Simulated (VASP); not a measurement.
A run of VASP 6.6.1 is set up as follows.

INCAR

```
PREC = Accurate
ENCUT = 400
EDIFF = 1E-6
ISMEAR = -1
SIGMA = 0.1069
LREAL = Auto
LASPH = True
NELM = 120
ALGO = Normal
ISIF = 2
LWAVE = False
LCHARG = True
GGA = PS
LELF = True
LVHAR = True
NBANDS = 78
ISYM = -1
GGA_COMPAT = False
```

File KPOINTS:

```
explicit points
1
Reciprocal
  0.25000000   0.25000000   0.25000000 1
```

Contents of POSCAR:

```
Al3Cu2
1.0
    6.8921920000     -0.1854640000     -0.0600550000
   -0.1854640000      6.9738980000      0.0067840000
   -0.0600550000      0.0067840000      7.0022850000
Al Cu
12 8
Direct
    0.5075571633      0.0279027426      0.8350090082
    0.2838127814      0.9440087886      0.5893353699
    1.0561898659      1.0753512731      0.8956522477
    0.4319861646      0.7015151918      0.3312925495
    0.8512826907      0.3755861233      0.9388235134
    0.6183388043      0.4888715585      0.6494993894
    0.8613343207      0.1473703033      0.5891870543
    0.7320247973      0.8241217456      1.0626848104
    0.1418547471      0.4345652552      0.4522677949
    0.1177819313      0.7290806634      0.1195648721
    0.4362143293      0.3946507931      0.1265739027
    0.3441033298      0.6580710502      0.8460199451
    0.9783197353      0.8764672229      0.4149585511
    0.8132207766      0.1693373228      0.2256723611
    0.1999651069      0.0597128025      0.2394361002
    0.9691848758      0.7322437176      0.7909649288
    0.3298528174      0.3167636282      0.7608475500
    0.6071856100      0.8357137544      0.5997333798
    0.8218597072      0.5614403703      0.3513433077
    0.5124151731      0.2025076703      0.4222774824
```

Potentials or basis: VASP PAW PBE potentials, release 64 (Al, Cu).

Launch:

```bash
$ cat potpaw_PBE.64/Al/POTCAR potpaw_PBE.64/Cu/POTCAR > POTCAR
$ mpirun -np 1 vasp_std > vasp.out
```

(1) What does it give for the pressure?

(2) What does it give for the largest force?

## Answers

(1) -5.2 GPa.

(2) 3.313 eV/Å.

Caveat: the atoms stand as in a frame of molecular dynamics; the PAW data sets were made with another functional, which shifts forces and pressure a little.
